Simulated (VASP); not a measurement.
# HfC5 (Immm) in VASP: a series of runs

The runs below take HfC5 through single point, relaxation of cell and atoms, with PBE.

All numbers are computed with VASP 6.6.1; they aren't measurements. Logs are shortened: lines on timing, memory, paths and dates and some standing lists are left out, and cuts for length are marked.

### 1 The cell of the first run

Symmetry: Immm, No. 71, orthorhombic system. The conventional cell has a = 4.404 Å, b = 5.818 Å, c = 6.428 Å, α = 90.00°, β = 90.00°, γ = 90.00°. Hf (site symmetry mmm) has 8 C at 2.20 to 2.57 Å within 2.9 Å. Within 1.8 Å of C (site symmetry m2m) lie 1 C at 1.31 Å. C (site symmetry mm2) has 1 C at 1.33 Å within 1.8 Å. C (site symmetry mmm) has 2 C at 1.33 Å within 1.8 Å.

The cell was generated, and may not be a known phase.

### 2 Single point, PBE

File INCAR:

```
SYSTEM = HfC5
PREC = Accurate
ENCUT = 520
EDIFF = 1E-7
ISMEAR = 0
SIGMA = 0.1
LREAL = .False.
LASPH = .True.
NELM = 80
ALGO = Normal
ISIF = 2
LWAVE = .False.
LCHARG = .False.
GGA = PE
NBANDS = 24
```

File KPOINTS:

```
regular mesh
0
Gamma
  10 10 10
  0 0 0
```

File POSCAR:

```
HfC5
1.0
   -2.2018560442      2.9092194129      3.2137867392
    2.2018560442     -2.9092194129      3.2137867392
    2.2018560442      2.9092194129     -3.2137867392
Hf C
1 5
Direct
    0.5000000000      0.5000000000      0.0000000000
    0.1128727856      0.5000000000      0.6128727856
    0.8871272144      0.5000000000      0.3871272144
    0.2934939225      0.7934939225      0.5000000000
    0.7065060775      0.2065060775      0.5000000000
    0.5000000000      0.0000000000      0.5000000000
```

Potentials or basis: VASP PAW PBE potentials, release 64 (Hf_pv, C).

Started as:

```bash
$ cat potpaw_PBE.64/Hf_pv/POTCAR potpaw_PBE.64/C/POTCAR > POTCAR
$ mpirun -np 1 vasp_std > vasp.out
```

OUTCAR:

```text
SYSTEM = HfC5
   PREC = Accurate
   ENCUT = 520
   EDIFF = 1E-7
   ISMEAR = 0
   LREAL = .False.
   LASPH = .True.
   NELM = 80
   ISIF = 2
   GGA = PE

 ion  position               nearest neighbor table
   1  0.500  0.500  0.000-   6 2.20   6 2.20   2 2.25   3 2.25   5 2.57   5 2.57   4 2.57   4 2.57

   2  0.113  0.500  0.613-   3 1.31   5 2.00   4 2.00   1 2.25
   3  0.887  0.500  0.387-   2 1.31   4 2.00   5 2.00   1 2.25
   4  0.293  0.793  0.500-   6 1.33   3 2.00   2 2.00   1 2.57   1 2.57
   5  0.707  0.207  0.500-   6 1.33   2 2.00   3 2.00   1 2.57   1 2.57
   6  0.500  0.000  0.500-   4 1.33   5 1.33   1 2.20   1 2.20

  LATTYP: Found a body centered orthorhombic cell.
 ALAT       =     4.4037120884
 B/A-ratio  =     1.3212577728
 C/A-ratio  =     1.4595807694

  Lattice vectors:

 A1 = (  -2.2018560442,   2.9092194129,   3.2137867392)
 A2 = (   2.2018560442,  -2.9092194129,   3.2137867392)
 A3 = (   2.2018560442,   2.9092194129,  -3.2137867392)

Analysis of symmetry for initial positions (statically):
=====================================================================
 Subroutine PRICEL returns:
 Original cell was already a primitive cell.

 Routine SETGRP: Setting up the symmetry group for a
 body centered orthorhombic supercell.

 Subroutine GETGRP returns: Found  8 space group operations
 (whereof  8 operations were pure point group operations)
 out of a pool of  8 trial point group operations.

The static configuration has the point symmetry D_2h.

Analysis of symmetry for dynamics (positions and initial velocities):
=====================================================================
 Subroutine PRICEL returns:
 Original cell was already a primitive cell.

 Routine SETGRP: Setting up the symmetry group for a
 body centered orthorhombic supercell.

 Subroutine GETGRP returns: Found  8 space group operations
 (whereof  8 operations were pure point group operations)
 out of a pool of  8 trial point group operations.

The dynamic configuration has the point symmetry D_2h.

 Subroutine INISYM returns: Found  8 space group operations
 (whereof  8 operations are pure point group operations),
 and found     1 'primitive' translations

----------------------------------------------------------------------------------------

                                     Primitive cell

  volume of cell :      82.3460

  direct lattice vectors                    reciprocal lattice vectors
[... 93 lines left out ...]
   ENCUT  =  520.0 eV  38.22 Ry    6.18 a.u.   9.04  9.04  9.04*2*pi/ulx,y,z
   NELM   =     80;   NELMIN=  2; NELMDL= -5     # of ELM steps
   EDIFF  = 0.1E-06   stopping-criterion for ELM
   LREAL  =      F    real-space projection
   EDIFFG = 0.1E-05   stopping-criterion for IOM
   NSW    =      0    number of steps for IOM
   IBRION =     -1    ionic relax: 0-MD 1-quasi-New 2-CG
   NFREE  =      0    steps in history (QN), initial steepest desc. (CG)
   ISIF   =      2    stress and relaxation
   ISYM   =      2    0-nonsym 1-usesym 2-fastsym
   POTIM  = 0.5000    time-step for ionic-motion
   TEBEG  =    0.0;   TEEND  =   0.0 temperature during run
   PSTRESS=    0.0 pullay stress
   NELECT =      30.0000    total number of electrons
   NUPDOWN=      -1.0000    fix difference up-down
   EMIN   =  10.00;   EMAX   =-10.00  energy-range for DOS
   EFERMI =   0.00;   METHOD = LEGACY
   ISMEAR =     0;   SIGMA  =   0.10  broadening in eV -4-tet -1-fermi 0-gaus
   EFERMI_NEDOS =   21; number of points for ismear=-14 and -15
   IALGO  =     38    algorithm
   IMIX   =      4    mixing-type and parameters
     AMIX     =   0.40;   BMIX     =  1.00
     AMIX_MAG =   1.60;   BMIX_MAG =  1.00
  volume/ion in A,a.u.               =      13.72        92.62
  Fermi-wavevector in a.u.,A,eV,Ry     =   1.169233  2.209530 18.600607  1.367106
  Thomas-Fermi vector in A             =   2.305709
   LORBIT       =      0    0 simple, 1 ext, 2 COOP (PROOUT), +10 PAW based schemes
   GGA     = PE    functional components
   LHFCALC =     F    Hartree Fock is set to
   AEXX    =    0.0000 exact exchange contribution
   IVDW    =     0    specifies the selected vdW correction
   LEPSILON=     F    determine dielectric tensor
   LRPA    =     F    only Hartree local field effects (RPA)
 non-spin polarized calculation
 Gauss-broadening in eV      SIGMA  =   0.10
  energy-cutoff  :      520.00
  volume of cell :       82.35
 maximum number of plane-waves:      2246
   NGX = 19   NGY = 19   NGZ = 19

 number of electron      29.9999999 magnetization

 Free energy of the ion-electron system (eV)
  ---------------------------------------------------
  ext. energy  EPLUGINS =         0.00000000
  ---------------------------------------------------
  free energy    TOTEN  =       -46.83538266 eV

  energy without entropy =      -46.83069061  energy(sigma->0) =      -46.83303664

 E-fermi :   2.9890     XC(G=0):  -9.6209

 val. band max:        2.9826983334   @ k =  -0.4000  -0.3000   0.2000
 cond. band min:       2.9912177918   @ k =  -0.2000  -0.1000   0.1000
 fundamental gap:      0.0085194584
 Fermi energy:         2.9889747380

 k-point     1 :       0.0000    0.0000    0.0000
  band No.  band energies     occupation
      1     -28.8219      2.00000
      2     -28.7914      2.00000
      3     -28.6081      2.00000
      4     -13.7790      2.00000
      5     -11.8538      2.00000
      6      -9.7020      2.00000
[... 637 lines left out ...]
     23       8.3784      0.00000
     24       9.4627      0.00000

 [... further k-points ...]
[... 5 lines left out ...]
  --------------------------------------------------------------------------------------
  -------------------------------------------------------------------------------------
  Total       -0.3445839     -0.1472565      0.0228602     -0.0000000      0.0000000      0.0000000
  in kB       -6.7044494     -2.8651181      0.4447833     -0.0000000      0.0000000      0.0000000
  external PRESSURE =      -3.0415947 kB  Pullay stress =       0.0000000 kB

 VOLUME and BASIS-vectors are now :
 -----------------------------------------------------------------------------
  energy-cutoff  :      520.00
  volume of cell :       82.35
      direct lattice vectors                 reciprocal lattice vectors
    -2.201856044  2.909219413  3.213786739     0.000000000  0.171867408  0.155579707
     2.201856044 -2.909219413  3.213786739     0.227081149  0.000000000  0.155579707
     2.201856044  2.909219413 -3.213786739     0.227081149  0.171867408  0.000000000

 POSITION                                       TOTAL-FORCE (eV/Angst)
 -----------------------------------------------------------------------------------
      0.00000      0.00000      3.21379         0.000000     -0.000000      0.000000
      2.20186      0.65674      0.00000         0.000000      0.118141      0.000000
     -0.00000      2.25248      3.21379        -0.000000     -0.118141     -0.000000
      2.20186      0.00000      1.88645        -0.000000     -0.000000     -0.015236
      0.00000      2.90922      1.32733        -0.000000     -0.000000      0.015236
      0.00000      2.90922      0.00000         0.000000     -0.000000      0.000000
 -----------------------------------------------------------------------------------
    total drift:                                0.000000      0.000000      0.000000

  FREE ENERGIE OF THE ION-ELECTRON SYSTEM (eV)
  ---------------------------------------------------
  free  energy   TOTEN  =       -46.8353826648 eV

  energy  without entropy=      -46.8306906147  energy(sigma->0) =      -46.83303664
```

OSZICAR:

```text
N       E                     dE             d eps       ncg     rms          rms(c)
DAV:   1     0.112465165290E+03    0.11247E+03   -0.15162E+04  8224   0.114E+03
DAV:   2    -0.444069646323E+02   -0.15687E+03   -0.14575E+03 10672   0.256E+02
DAV:   3    -0.536531278307E+02   -0.92462E+01   -0.90984E+01 10832   0.541E+01
DAV:   4    -0.538359695798E+02   -0.18284E+00   -0.18265E+00 10304   0.852E+00
DAV:   5    -0.538402477876E+02   -0.42782E-02   -0.42775E-02 11408   0.115E+00    0.445E+01
DAV:   6    -0.471381495764E+02    0.67021E+01   -0.14559E+01 10336   0.178E+01    0.365E+01
DAV:   7    -0.468749029154E+02    0.26325E+00   -0.27960E+00 10952   0.871E+00    0.222E+01
DAV:   8    -0.468789636176E+02   -0.40607E-02   -0.64745E-01 10632   0.402E+00    0.472E+00
DAV:   9    -0.468376304899E+02    0.41333E-01   -0.20047E-01 10416   0.205E+00    0.498E-01
DAV:  10    -0.468352028684E+02    0.24276E-02   -0.20277E-02 10256   0.684E-01    0.514E-01
DAV:  11    -0.468354559976E+02   -0.25313E-03   -0.16265E-03 10360   0.224E-01    0.255E-01
DAV:  12    -0.468353418502E+02    0.11415E-03   -0.81571E-04 11016   0.124E-01    0.156E-01
DAV:  13    -0.468353786106E+02   -0.36760E-04   -0.77132E-05  9920   0.476E-02    0.282E-02
DAV:  14    -0.468353815109E+02   -0.29003E-05   -0.26269E-05 11024   0.235E-02    0.646E-03
DAV:  15    -0.468353827448E+02   -0.12339E-05   -0.20849E-06 10176   0.825E-03    0.152E-02
DAV:  16    -0.468353826648E+02    0.79991E-07   -0.20871E-07  9856   0.226E-03
   1 F= -.46835383E+02 E0= -.46833037E+02  d E =-.469205E-02
```

Wall time 3.4 min (1 thread of AMD EPYC 9R45 (Zen 5), shared host); peak memory 0.38 GiB.

What came out:

```
Free energy            : -46.8354 eV
Pressure               : -0.3 GPa
Largest force          : 0.118 eV/Å
Band gap on the k mesh : zero (bands 15 and 16 overlap by 0.50 eV)
```

Forces in eV/Å, atoms in the order of the input:
```
Hf   0.000  0.000  0.000
C    0.000  0.118  0.000
C    0.000 -0.118  0.000
C    0.000  0.000 -0.015
C    0.000  0.000  0.015
C    0.000  0.000  0.000
```

Caveat: spin-orbit coupling is left out, which moves the levels of the heavy elements.

### 3 Relaxation of cell and atoms, PBE

This run uses another cell than the first one, of 13.68 Å³/atom.

File INCAR:

```
SYSTEM = HfC5
ALGO     = Normal         ! electronic algorithm
EDIFF    = 1E-6           ! SCF threshold, eV
EDIFFG   = -0.04          ! ionic threshold
ENCUT    = 600            ! plane-wave cutoff, eV
GGA      = PE             ! functional
IBRION   = 2              ! ionic algorithm
ISIF     = 3              ! what is computed and relaxed
ISMEAR   = 0              ! smearing method
LASPH    = .TRUE.         ! aspherical terms in the spheres
LCHARG   = .FALSE.        ! write CHGCAR
LREAL    = .FALSE.        ! projectors in reciprocal space
LWAVE    = .FALSE.        ! write WAVECAR
NELM     = 60             ! most SCF steps
NSW      = 90             ! ionic steps
PREC     = Accurate       ! precision mode
SIGMA    = 0.1            ! smearing width, eV
```

File KPOINTS:

```
k-points
0
G
  6 6 6
  0 0 0
```

File POSCAR:

```
HfC5
1.0
   -2.2039236204      2.9088871375      3.1997715136
    2.2039236204     -2.9088871375      3.1997715136
    2.2039236204      2.9088871375     -3.1997715136
Hf C
1 5
Direct
    0.5000000000      0.5000000000      0.0000000000
    0.1131828874      0.5000000000      0.6131828874
    0.8868171126      0.5000000000      0.3868171126
    0.2925373269      0.7925373269      0.5000000000
    0.7074626731      0.2074626731      0.5000000000
    0.5000000000      0.0000000000      0.5000000000
```

Potentials or basis: VASP PAW PBE potentials, release 64 (Hf_pv, C).

Started as:

```bash
$ cat potpaw_PBE.64/Hf_pv/POTCAR potpaw_PBE.64/C/POTCAR > POTCAR
$ mpirun -np 1 vasp_std > vasp.out
```

Wall time 3.1 min (1 thread of AMD EPYC 9R45 (Zen 5), shared host); peak memory 0.26 GiB.

It converged, with:

* Free energy: -46.8453 eV
* Relaxed volume: 13.65 Å³/atom
* Relaxed cell: a = 4.855 Å, b = 4.855 Å, c = 4.855 Å, α = 126.24°, β = 106.47°, γ = 97.20°
* Space group after relaxing (to 0.1 Å): Immm (No. 71)
* Energy gained by relaxing: 0.5 meV/atom
* Ionic steps: 6
* Pressure after relaxing: 0.1 GPa
* Largest force after relaxing: 0.035 eV/Å
* Band gap on the k mesh: zero (bands 15 and 16 overlap by 0.43 eV)

Forces in eV/Å, atoms in the order of the input:
```
Hf   0.000  0.000  0.000
C    0.000  0.006  0.000
C    0.000 -0.006  0.000
C    0.000  0.000 -0.035
C    0.000  0.000  0.035
C    0.000  0.000  0.000
```

Stress tensor (GPa, compression positive):
```
0.03 0.00 0.00
0.00 0.12 0.00
0.00 0.00 0.26
```

The path:
```
step  energy change (eV)  largest force (eV/Å)  pressure (GPa)  volume (Å³)
   1              0.0000                0.1134           -0.28        82.05
   2              0.0022                0.7457            0.55        81.77
   3             -0.0017                0.2173            0.04        81.94
   4             -0.0017                0.2720            0.05        81.83
   5             -0.0027                0.0481            0.04        81.89
   6             -0.0028                0.0351            0.14        81.90
```

Final structure:
```xyz
6
Lattice="-2.1950 2.9057 3.2103 2.1950 -2.9057 3.2103 2.1950 2.9057 -3.2103" Properties=species:S:1:pos:R:3 pbc="T T T"
Hf    0.0000    0.0000    3.2103
C     2.1950    0.6569    0.0000
C     0.0000    2.2488    3.2103
C     2.1950    0.0000    1.8833
C     0.0000    2.9057    1.3270
C     0.0000    2.9057    0.0000
```

Levels at points of the mesh, in eV from the Fermi level:
```
           k point  band 12  band 13  band 14  band 15  band 16  band 17  band 18  band 19
(0.00, 0.00, 0.00)    -3.39    -3.23    -3.16    -3.05    -0.31     1.90     3.36     3.86
(0.50, 0.00, 0.00)    -2.84    -1.81    -1.10    -0.51     0.63     1.53     1.97     2.73
(0.00, 0.50, 0.00)    -4.15    -1.52    -0.32    -0.15    -0.09     0.38     1.86     2.82
(0.50, 0.50, 0.00)    -2.93    -2.43    -1.86    -0.64     0.41     1.47     2.35     2.49
(0.50, 0.50, 0.50)    -2.74    -2.58    -2.40    -0.80     0.33     1.23     1.38     4.01
```

Caveat: spin-orbit coupling is left out, which moves the levels of the heavy elements.

The gap in the log of VASP goes by the Fermi energy; the results here count the filled bands.